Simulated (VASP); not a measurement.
Runs of VASP 6.6.1 on Br. The structure is that of space group Immm (No. 71), or close to it. The cells are those of the table. 

```csv
cell,k mesh,gap on the mesh (eV),pressure (GPa)
"a = 4.930 Å, angles 149.2, 139.6, 51.6°, 1 atom",20 × 20 × 20,none,(a)
"a = 4.058 Å, angles 142.1, 134.6, 60.6°, 1 atom",20 × 20 × 20,none,2.1
"a = 4.280, b = 4.280, c = 4.237 Å, angles 144.8, 131.3, 62.5°, 1 atom",18 × 18 × 18,none,0.6
"a = 4.239 Å, angles 145.0, 132.3, 60.5°, 1 atom",20 × 20 × 20,none,2.1
"a = 4.250 Å, angles 144.3, 134.2, 59.4°, 1 atom",20 × 20 × 20,none,1.1
```

Alike in all rows: task single point; level PBE; potentials or basis VASP PAW PBE potentials, release 64 (Br); no spin polarisation; cutoff (eV) 520; smearing gaussian 0.1 eV.

**Question.** Fill in the values left out.

**Answer.** (a) 0.0.

Caveats: an odd number of electrons without spin polarisation forces a metal; a magnetic or distorted state may lie lower.

A k mesh can miss the band edges, and the runs leave out spin-orbit coupling on Br.

A gap of «none» marks levels without a gap at the run's occupations.
